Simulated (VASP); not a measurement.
# SrO (Imm2) in VASP: further runs

The runs below take SrO through single point, with r2SCAN.

Everything below comes from runs of VASP 6.6.1. Logs are shortened: lines on timing, memory, paths and dates and some standing lists are left out, and cuts for length are marked.

## (1) The cell of the first run

Symmetry: Imm2, No. 44, orthorhombic system. Conventional cell: a = 3.634 Å, b = 5.140 Å, c = 3.634 Å, α = 90.00°, β = 90.00°, γ = 90.00°. Within 3.3 Å of Sr (site symmetry mm2) lie 6 O at 2.48 to 2.66 Å. Within 3.3 Å of O (site symmetry mm2) lie 6 Sr at 2.48 to 2.66 Å.

## (2) Single point, r2SCAN

File POSCAR:

```
SrO
1.0
    0.0000000000      2.5698000000      2.5698000000
    2.5698000000      0.0000000000      2.5698000000
    2.5698000000      2.5698000000      0.0000000000
Sr O
1 1
Direct
    0.0000000000      0.0000000000      0.0000000000
    0.4656049702      0.5000000000      0.5000000000
```

File INCAR.step1:

```
SYSTEM = SrO
ALGO = Normal
EDIFF = 1E-4
ENCUT = 520
GGA = PE
ISMEAR = 0
LASPH = .TRUE.
LCHARG = .FALSE.
LREAL = .FALSE.
LWAVE = .TRUE.
NBANDS = 15
NELM = 100
PREC = Accurate
SIGMA = 0.05
```

File INCAR.step2:

```
SYSTEM = SrO
ALGO = Normal
EDIFF = 1E-6
ENCUT = 520
ISIF = 2
ISMEAR = 0
ISTART = 1
LASPH = .TRUE.
LCHARG = .TRUE.
LELF = .TRUE.
LMIXTAU = .TRUE.
LREAL = .FALSE.
LVHAR = .TRUE.
LWAVE = .FALSE.
METAGGA = R2SCAN
NBANDS = 15
NELM = 100
PREC = Accurate
SIGMA = 0.05
```

File KPOINTS:

```
k-points
0
G
  8 8 8
  0 0 0
```

Potentials or basis: VASP PAW PBE potentials, release 64 (Sr_sv, O).

The run is started by

```
cat potpaw_PBE.64/Sr_sv/POTCAR potpaw_PBE.64/O/POTCAR > POTCAR
cp INCAR.step1 INCAR
mpirun -np 1 vasp_std > vasp.out
cp INCAR.step2 INCAR
mpirun -np 1 vasp_std > vasp.out
```

OUTCAR:

```text
SYSTEM = SrO
   EDIFF = 1E-6
   ENCUT = 520
   ISIF = 2
   ISMEAR = 0
   ISTART = 1
   LASPH = .TRUE.
   LREAL = .FALSE.
   METAGGA = R2SCAN
   NELM = 100
   PREC = Accurate

 ion  position               nearest neighbor table
   1  0.000  0.000  0.000-   2 2.48   2 2.48   2 2.57   2 2.57   2 2.66   2 2.66
   2  0.466  0.500  0.500-   1 2.48   1 2.48   1 2.57   1 2.57   1 2.66   1 2.66

  LATTYP: Found a face centered cubic cell.
 ALAT       =     5.1396000000

  Lattice vectors:

 A1 = (   0.0000000000,   2.5698000000,   2.5698000000)
 A2 = (   2.5698000000,   0.0000000000,   2.5698000000)
 A3 = (   2.5698000000,   2.5698000000,   0.0000000000)

Analysis of symmetry for initial positions (statically):
=====================================================================
 Subroutine PRICEL returns:
 Original cell was already a primitive cell.

 Routine SETGRP: Setting up the symmetry group for a
 face centered cubic supercell.

 Subroutine GETGRP returns: Found  4 space group operations
 (whereof  4 operations were pure point group operations)
 out of a pool of 48 trial point group operations.

The static configuration has the point symmetry C_2v.

Analysis of symmetry for dynamics (positions and initial velocities):
=====================================================================
 Subroutine PRICEL returns:
 Original cell was already a primitive cell.

 Routine SETGRP: Setting up the symmetry group for a
 face centered cubic supercell.

 Subroutine GETGRP returns: Found  4 space group operations
 (whereof  4 operations were pure point group operations)
 out of a pool of 48 trial point group operations.

The dynamic configuration has the point symmetry C_2v.

 Subroutine INISYM returns: Found  4 space group operations
 (whereof  4 operations are pure point group operations),
 and found     1 'primitive' translations

----------------------------------------------------------------------------------------

                                     Primitive cell

  volume of cell :      33.9413

  direct lattice vectors                    reciprocal lattice vectors
     0.000000000  2.569800000  2.569800000    -0.194567671  0.194567671  0.194567671
     2.569800000  0.000000000  2.569800000     0.194567671 -0.194567671  0.194567671
     2.569800000  2.569800000  0.000000000     0.194567671  0.194567671 -0.194567671

  length of vectors
     3.634246013  3.634246013  3.634246013     0.337001091  0.337001091  0.337001091

  position of ions in fractional coordinates (direct lattice)
     0.000000000  0.000000000  0.000000000
     0.465604970  0.500000000  0.500000000

  ion indices of the primitive-cell ions
   primitive index   ion index
                 1           1
                 2           2

----------------------------------------------------------------------------------------

 KPOINTS: k-points

Automatic generation of k-mesh.
 Grid dimensions read from file:
 generate k-points for:    8    8    8

 Generating k-lattice:

  Cartesian coordinates                     Fractional coordinates (reciprocal lattice)
    -0.024320959  0.024320959  0.024320959     0.125000000  0.000000000  0.000000000
     0.024320959 -0.024320959  0.024320959     0.000000000  0.125000000  0.000000000
     0.024320959  0.024320959 -0.024320959     0.000000000  0.000000000  0.125000000

  Length of vectors
     0.042125136  0.042125136  0.042125136

  Shift w.r.t. Gamma in fractional coordinates (k-lattice)
     0.000000000  0.000000000  0.000000000

 Subroutine IBZKPT returns following result:
 ===========================================

 Found     95 irreducible k-points:

 Following reciprocal coordinates:
            Coordinates               Weight
  0.000000  0.000000  0.000000      1.000000
  0.125000  0.000000  0.000000      4.000000
  0.000000  0.125000  0.000000      4.000000
  0.250000  0.000000  0.000000      4.000000
  0.000000  0.250000  0.000000      4.000000
  0.375000  0.000000  0.000000      4.000000
[... 16 lines left out ...]
  0.375000 -0.125000 -0.125000      4.000000
 -0.375000  0.125000  0.000000      8.000000
 [... further k-points ...]
   k-points           NKPTS =     95   k-points in BZ     NKDIM =     95   number of bands    NBANDS=     15
   number of dos      NEDOS =    301   number of ions     NIONS =      2
   total plane-waves  NPLWV =  21952
   dimension x,y,z NGX =    28 NGY =   28 NGZ =   28
   dimension x,y,z NGXF=    56 NGYF=   56 NGZF=   56
   ions per type =               1   1
   NGX,Y,Z   is equivalent  to a cutoff of  12.81, 12.81, 12.81 a.u.
   NGXF,Y,Z  is equivalent  to a cutoff of  25.62, 25.62, 25.62 a.u.
 SYSTEM =  SrO
   PREC   = accura    normal or accurate (medium, high low for compatibility)
   ISTART =      1    job   : 0-new  1-cont  2-samecut
   ICHARG =      0    charge: 1-file 2-atom 10-const
   ISPIN  =      1    spin polarized calculation?
   LNONCOLLINEAR =      F non collinear calculations
   LSORBIT =      F    spin-orbit coupling
   LASPH  =      T    aspherical Exc in radial PAW
   ENCUT  =  520.0 eV  38.22 Ry    6.18 a.u.   6.76  6.76  6.76*2*pi/ulx,y,z
   NELM   =    100;   NELMIN=  2; NELMDL=  0     # of ELM steps
   EDIFF  = 0.1E-05   stopping-criterion for ELM
   LREAL  =      F    real-space projection
   EDIFFG = 0.1E-04   stopping-criterion for IOM
   NSW    =      0    number of steps for IOM
   IBRION =     -1    ionic relax: 0-MD 1-quasi-New 2-CG
   NFREE  =      0    steps in history (QN), initial steepest desc. (CG)
   ISIF   =      2    stress and relaxation
   ISYM   =      2    0-nonsym 1-usesym 2-fastsym
   POTIM  = 0.5000    time-step for ionic-motion
   TEBEG  =    0.0;   TEEND  =   0.0 temperature during run
   PSTRESS=    0.0 pullay stress
   NELECT =      16.0000    total number of electrons
   NUPDOWN=      -1.0000    fix difference up-down
   EMIN   =  10.00;   EMAX   =-10.00  energy-range for DOS
   EFERMI =   0.00;   METHOD = LEGACY
   ISMEAR =     0;   SIGMA  =   0.05  broadening in eV -4-tet -1-fermi 0-gaus
   EFERMI_NEDOS =   21; number of points for ismear=-14 and -15
   IALGO  =     38    algorithm
   IMIX   =      4    mixing-type and parameters
     AMIX     =   0.40;   BMIX     =  1.00
     AMIX_MAG =   1.60;   BMIX_MAG =  1.00
  volume/ion in A,a.u.               =      16.97       114.52
  Fermi-wavevector in a.u.,A,eV,Ry     =   1.274106  2.407711 22.086959  1.623346
  Thomas-Fermi vector in A             =   2.406892
   LORBIT       =      0    0 simple, 1 ext, 2 COOP (PROOUT), +10 PAW based schemes
   METAGGA = R2SCAN    functional components
   LHFCALC =     F    Hartree Fock is set to
   AEXX    =    0.0000 exact exchange contribution
   IVDW    =     0    specifies the selected vdW correction
   LEPSILON=     F    determine dielectric tensor
   LRPA    =     F    only Hartree local field effects (RPA)
 non-spin polarized calculation
 Gauss-broadening in eV      SIGMA  =   0.05
  energy-cutoff  :      520.00
  volume of cell :       33.94
 maximum number of plane-waves:       941
   NGX = 13   NGY = 13   NGZ = 13

 number of electron      15.9999997 magnetization

 Free energy of the ion-electron system (eV)
  ---------------------------------------------------
  ext. energy  EPLUGINS =         0.00000000
  ---------------------------------------------------
  free energy    TOTEN  =       -27.03206872 eV

  energy without entropy =      -27.03206872  energy(sigma->0) =      -27.03206872

 E-fermi :   1.5366     XC(G=0): -10.5896

 val. band max:        1.3112945795   @ k =   0.0000   0.0000   0.0000
 cond. band min:       5.1536451516   @ k =   0.5000   0.5000   0.0000
 fundamental gap:      3.8423505721
 Fermi energy:         1.5365648255

 k-point     1 :       0.0000    0.0000    0.0000
  band No.  band energies     occupation
      1     -32.1071      2.00000
      2     -14.7226      2.00000
      3     -13.1294      2.00000
      4     -13.1293      2.00000
      5     -13.1001      2.00000
      6       1.2999      2.00000
      7       1.3010      2.00000
      8       1.3113      2.00000
      9       6.0042      0.00000
     10       8.1318      0.00000
     11       8.1977      0.00000
     12       8.2015      0.00000
     13      10.4826      0.00000
     14      10.5296      0.00000
     15      14.6407      0.00000

 k-point     2 :       0.1250    0.0000    0.0000
  band No.  band energies     occupation
      1     -32.0868      2.00000
      2     -15.0001      2.00000
      3     -13.1457      2.00000
      4     -13.1411      2.00000
      5     -12.8686      2.00000
      6       0.8717      2.00000
      7       1.1221      2.00000
      8       1.1303      2.00000
      9       6.6767      0.00000
     10       8.0221      0.00000
     11       8.4408      0.00000
     12       8.5053      0.00000
     13      10.9030      0.00000
     14      10.9411      0.00000
     15      15.6688      0.00000

 k-point     3 :       0.0000    0.1250    0.0000
  band No.  band energies     occupation
      1     -32.0867      2.00000
      2     -15.0050      2.00000
      3     -13.1548      2.00000
      4     -13.1413      2.00000
      5     -12.8542      2.00000
      6       0.8550      2.00000
      7       1.1210      2.00000
      8       1.1616      2.00000
      9       6.6829      0.00000
     10       7.9484      0.00000
     11       8.4643      0.00000
     12       8.5089      0.00000
     13      10.9075      0.00000
     14      10.9639      0.00000
     15      15.6623      0.00000
[... 343 lines left out ...]
 k-point    23 :       0.3750   -0.1250   -0.1250
  band No.  band energies     occupation
      1     -31.9602      2.00000
      2     -15.9292      2.00000
      3     -13.3204      2.00000
      4     -13.2508      2.00000
      5     -12.2718      2.00000
      6      -0.5066      2.00000
      7       0.3182      2.00000
      8       0.3510      2.00000
      9       8.2493      0.00000
     10       9.4737      0.00000
     11      11.0540      0.00000
     12      11.4168      0.00000
     13      13.8185      0.00000
     14      14.0569      0.00000
     15      16.5373      0.00000

 k-point    24 :      -0.3750    0.1250    0.0000
  band No.  band energies     occupation
      1     -31.9669      2.00000
      2     -15.9000      2.00000
      3     -13.3601      2.00000
      4     -13.2110      2.00000
      5     -12.2524      2.00000
      6      -0.5086      2.00000
      7       0.2580      2.00000
      8       0.5067      2.00000
      9       8.2784      0.00000
     10       9.4003      0.00000
     11      10.5526      0.00000
     12      11.2213      0.00000
     13      13.5879      0.00000
     14      14.0069      0.00000
     15      16.7154      0.00000

 [... further k-points ...]

------------------------ aborting loop because EDIFF is reached ----------------------------------------

  FORCE on cell =-STRESS in cart. coord.  units (eV):
  Direction    XX          YY          ZZ          XY          YZ          ZX
  --------------------------------------------------------------------------------------
  -------------------------------------------------------------------------------------
  Total        0.3169207      0.5206617      0.5206617      0.0000000     -0.0321956      0.0000000
  in kB       14.9600573     24.5775303     24.5775303      0.0000000     -1.5197762      0.0000000
  external PRESSURE =      21.3717059 kB  Pullay stress =       0.0000000 kB

 VOLUME and BASIS-vectors are now :
 -----------------------------------------------------------------------------
  energy-cutoff  :      520.00
  volume of cell :       33.94
      direct lattice vectors                 reciprocal lattice vectors
     0.000000000  2.569800000  2.569800000    -0.194567671  0.194567671  0.194567671
     2.569800000  0.000000000  2.569800000     0.194567671 -0.194567671  0.194567671
     2.569800000  2.569800000  0.000000000     0.194567671  0.194567671 -0.194567671

 POSITION                                       TOTAL-FORCE (eV/Angst)
 -----------------------------------------------------------------------------------
      0.00000      0.00000      0.00000        -0.000000     -0.237217     -0.237217
      2.56980      2.48141      2.48141         0.000000      0.237217      0.237217
 -----------------------------------------------------------------------------------
    total drift:                                0.000000      0.001435      0.001435

  FREE ENERGIE OF THE ION-ELECTRON SYSTEM (eV)
  ---------------------------------------------------
  free  energy   TOTEN  =       -27.0320687172 eV

  energy  without entropy=      -27.0320687172  energy(sigma->0) =      -27.03206872
```

Run time: 2.1 min. Hardware: 1 thread of AMD EPYC 9R45 (Zen 5), shared host; peak memory 0.17 GiB.

What came out:

* Free energy: -27.0321 eV
* Pressure: 2.1 GPa
* Largest force: 0.335 eV/Å
* Band gap on the k mesh: 3.84 eV, indirect (least direct gap 3.90 eV)

Forces in eV/Å, atoms in the order of the input:
```
Sr   0.000 -0.237 -0.237
O    0.000  0.237  0.237
```

Levels at points of the mesh, in eV from the valence-band top:
```
           k point  band 6  band 7  band 8  band 9  band 10  band 11
(0.00, 0.00, 0.00)   -0.01   -0.01    0.00    4.69     6.82     6.89
(0.50, 0.00, 0.00)   -2.08   -1.11   -1.10    7.14     9.08     9.52
(0.00, 0.50, 0.00)   -2.08   -1.09   -1.07    7.13     8.90     9.50
(0.50, 0.50, 0.00)   -0.38   -0.10   -0.05    3.84     8.51    10.99
(0.00, 0.50, 0.50)   -0.40   -0.14   -0.06    3.90     8.52    11.00
```

Caveat: the cell differs from its parent crystal (all O atoms moved +0.125 Å, as atom 2 towards its neighbour atom 2 (O) at 3.634 Å); the PAW data sets were made with another functional, which shifts forces and pressure a little. A k mesh can miss the band edges.

## (3) Single point, r2SCAN

Edit POSCAR of step 2 so:

```diff
@@ -9,2 +9,2 @@
     0.0000000000      0.0000000000      0.0000000000
-    0.4656049702      0.5000000000      0.5000000000
+    0.4793629821      0.5000000000      0.5000000000
```

File INCAR.step1:

```
SYSTEM = SrO
PREC = Accurate ; ENCUT = 520
ISMEAR = 0 ; SIGMA = 0.05
LREAL = .FALSE. ; LASPH = .TRUE.
NELM = 80 ; NBANDS = 15
GGA = PE ; ALGO = Normal
EDIFF = 1E-4 ; LWAVE = .TRUE.
LCHARG = .FALSE.
```

File INCAR.step2:

```
SYSTEM = SrO
PREC = Accurate ; ENCUT = 520
EDIFF = 1E-6 ; ISMEAR = 0
SIGMA = 0.05 ; LREAL = .FALSE.
LASPH = .TRUE. ; NELM = 80
ALGO = Normal ; ISIF = 2
LWAVE = .FALSE. ; LCHARG = .FALSE.
METAGGA = R2SCAN ; LMIXTAU = .TRUE.
NBANDS = 15 ; ISTART = 1
```

File KPOINTS:

```
regular mesh
0
G
  8 8 8
  0 0 0
```

Potentials or basis: VASP PAW PBE potentials, release 64 (Sr_sv, O).

The run is started by

```
cat potpaw_PBE.64/Sr_sv/POTCAR potpaw_PBE.64/O/POTCAR > POTCAR
cp INCAR.step1 INCAR
mpirun -np 1 vasp_std > vasp.out
cp INCAR.step2 INCAR
mpirun -np 1 vasp_std > vasp.out
```

Wall time 2.1 min (1 thread of AMD EPYC 9R45 (Zen 5), shared host); peak memory 0.17 GiB.

The run converged. Its results:

| Item | Value |
| --- | --- |
| Free energy | -27.0454 eV |
| Pressure | 1.8 GPa |
| Largest force | 0.196 eV/Å |
| Band gap on the k mesh | 3.78 eV, indirect (least direct gap 3.85 eV) |

Forces on the atoms (eV/Å):
```
Sr   0.000 -0.139 -0.139
O    0.000  0.139  0.139
```

Stress tensor (GPa, compression positive):
```
 1.62  0.00  0.00
 0.00  1.96 -0.05
 0.00 -0.05  1.96
```

Levels at points of the mesh, in eV from the valence-band top:
| k point | band 4 | band 5 | band 6 | band 7 | band 8 | band 9 | band 10 | band 11 | band 12 | band 13 |
| --- | --- | --- | --- | --- | --- | --- | --- | --- | --- | --- |
| (0.00, 0.00, 0.00) | -14.47 | -14.46 | 0.00 | 0.00 | 0.00 | 4.68 | 6.80 | 6.82 | 6.82 | 9.13 |
| (0.50, 0.00, 0.00) | -14.55 | -13.45 | -2.11 | -1.12 | -1.12 | 7.13 | 9.08 | 9.50 | 9.55 | 12.68 |
| (0.00, 0.50, 0.00) | -14.55 | -13.44 | -2.10 | -1.12 | -1.11 | 7.12 | 9.01 | 9.50 | 9.58 | 12.68 |
| (0.50, 0.50, 0.00) | -14.83 | -14.82 | -0.41 | -0.09 | -0.07 | 3.78 | 8.52 | 10.95 | 11.12 | 11.74 |
| (0.00, 0.50, 0.50) | -14.83 | -14.80 | -0.42 | -0.10 | -0.08 | 3.80 | 8.53 | 10.95 | 11.14 | 11.74 |

Caveat: the cell differs from its parent crystal (all O atoms moved +0.075 Å, as atom 2 towards its neighbour atom 2 (O) at 3.634 Å); the PAW data sets were made with another functional, which shifts forces and pressure a little.

(Continued in part 2 of 2.)
